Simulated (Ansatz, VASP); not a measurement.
PbSe: VASP beside Ansatz

POSCAR

```
PbSe
1.0
    0.0000000000      3.1588157606      3.0887022202
    3.1588157606      0.0000000000      3.0887022202
    3.1588157606      3.1588157606      0.0000000000
Pb Se
1 1
Direct
    0.0000000000      0.0000000000      0.0000000000
    0.5000000000      0.5000000000      0.5000000000
```

The input INCAR.step1:

```
PREC = Accurate
ENCUT = 520
ISMEAR = 0
SIGMA = 0.01
LREAL = False
LASPH = True
NELM = 60
NBANDS = 17
GGA = PE
ALGO = Normal
EDIFF = 1E-4
LWAVE = True
LCHARG = False
```

The input INCAR.step2:

```
PREC = Accurate
ENCUT = 520
EDIFF = 1E-6
ISMEAR = 0
SIGMA = 0.01
LREAL = False
LASPH = True
NELM = 60
ALGO = Normal
ISIF = 2
LWAVE = False
LCHARG = True
METAGGA = R2SCAN
LMIXTAU = True
LELF = True
LVHAR = True
NBANDS = 17
ISTART = 1
```

The input KPOINTS:

```
Automatic mesh
0
Gamma
  8 8 8
```

Input for Ansatz:

```yaml
crystal:
  lattice:
    - [0.0, 3.1588157606, 3.0887022202]
    - [3.1588157606, 0.0, 3.0887022202]
    - [3.1588157606, 3.1588157606, 0.0]
  atoms:
    - { symbol: Pb, position: [0.0, 0.0, 0.0] }
    - { symbol: Se, position: [0.5, 0.5, 0.5] }
kpoints:
  mp_grid: { grid: [8, 8, 8] }
  band_path:
    path:
      - [0.0, 0.0, 0.0]
      - [0.5, 0.0, 0.5]
      - [0.625, 0.25, 0.625]
      - [0.375, 0.375, 0.75]
      - [0.5, 0.5, 0.5]
      - [0.5, 0.25, 0.75]
      - [0.0, 0.0, 0.5]
    npoints: 1
hamiltonian:
  xc: r2scan
scf:
  occupations: { method: fixed }
  n_extra_bands: 4
output:
  forces: true
  stress: true
  eigenvalues: true
```

Change from the starting cell: biaxial_xy strain +2.3%.

Alike in both runs: task single point; functional r2SCAN; k mesh 8 × 8 × 8; no spin polarisation.

```csv
,VASP,Ansatz
version,VASP 6.6.1,Ansatz 0.2.0
potentials or method,"VASP PAW PBE potentials, release 64 (Pb_d, Se)","plane waves, PAW"
plane-wave cutoff (eV),520,500
occupations,"gaussian, width 0.01 eV",fixed
valence electrons in the cell,20,30
```

```tsv
	VASP	Ansatz	Ansatz less VASP
gap on the k mesh at the Fermi level (eV)	0.79	0.78	-0.005
pressure (GPa)	-2.0	-2.0	+0.01
traceless stress, the component that is largest in VASP (GPa)	1.44	1.44	-0.005
```

VASP's potentials were made for PBE, not for r2SCAN. VASP's potentials hold 20 valence electrons a cell and Ansatz's 30, so a difference there can come from the potentials and not from the codes.

Spin-orbit coupling is off throughout.
